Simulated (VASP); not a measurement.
Here is a VASP 6.6.1 calculation.

The input INCAR:

```
SYSTEM = C
PREC = Accurate
ENCUT = 520
EDIFF = 1E-7
ISMEAR = -1
SIGMA = 0.05
LREAL = .False.
LASPH = .True.
NELM = 80
ALGO = Normal
ISIF = 2
LWAVE = .False.
LCHARG = .False.
GGA = PE
IVDW = 12
NBANDS = 8
```

The input KPOINTS:

```
Automatic mesh
0
Gamma
  6 6 20
  0 0 0
```

Contents of POSCAR:

```
C
1.0
    3.2747914130      0.0000000000      0.0000000000
    0.0000000000      3.2747914130      0.0000000000
    0.0000000000      0.0000000000      1.2818393911
C
1
Direct
    0.5000000000      0.5000000000      0.5000000000
```

Potentials or basis: VASP PAW PBE potentials, release 64 (C).

Run with:

```sh
$ cat potpaw_PBE.64/C/POTCAR > POTCAR
$ mpirun -np 1 vasp_std > vasp.out
```

(1) Estimate the pressure.

(2) Predict the dispersion energy per atom.

Answers

(1) -0.2 GPa.

(2) -0.120 eV.

Caveat: pairwise dispersion overbinds metals, which lowers pressure and volume.
